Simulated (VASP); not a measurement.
Write the native input for VASP 6.6.1 that does the following.

| Property | Result |
| --- | --- |
| Task | single point |
| Functional | PBE |
| Potentials or basis | VASP PAW PBE potentials, release 64 (B, N) |
| Cutoff | 520 eV |
| k mesh | 12 × 12 × 4 |
| Occupations | gaussian, width 0.05 eV |
| Spin | no spin polarisation |
| Dipole correction | no |
| Further INCAR settings | ALGO = Normal; EDIFF = 1e-06; NBANDS = 16 |

The structure of BN lies in POSCAR:

```
BN
1.0
    2.5382972235      0.0000000000      0.0000000000
   -1.2691486118      2.1982298779      0.0000000000
    0.0000000000      0.0000000000      6.4823622293
B N
2 2
Direct
    0.3333333333      0.6666666667      0.2500000000
    0.6666666667      0.3333333333      0.7500000000
    0.3333333333      0.6666666667      0.7500000000
    0.6666666667      0.3333333333      0.2500000000
```

This cell differs from its parent crystal: ratio of the length along z to the lengths across it x 0.96, volume and fractional coordinates fixed.

One way to write it, as run:

INCAR

```
  ALGO = Normal
  EDIFF = 1E-6
  ENCUT = 520
  GGA = PE
  ISIF = 2
  ISMEAR = 0
  LASPH = T
  LCHARG = F
  LREAL = F
  LWAVE = F
  NBANDS = 16
  NELM = 80
  PREC = Accurate
  SIGMA = 0.05
```

KPOINTS

```
k-points
0
Gamma
  12 12 4
```

Potentials or basis: VASP PAW PBE potentials, release 64 (B, N).

Run with:

```bash
$ cat potpaw_PBE.64/B/POTCAR potpaw_PBE.64/N/POTCAR > POTCAR
$ mpirun -np 1 vasp_std > vasp.out
```

Results of the run:

```json
{
  "Pressure": "-5.8 GPa",
  "Band gap on the k mesh": "4.14 eV, indirect (least direct gap 4.51 eV)"
}
```

Caveat: this functional lacks dispersion, which binds the layers, so the pressure and a relaxed spacing across them are unreliable.

Wall time 17 s on 1 thread of Intel Xeon 6975P-C, with other jobs on the host, peak memory 0.16 GiB.
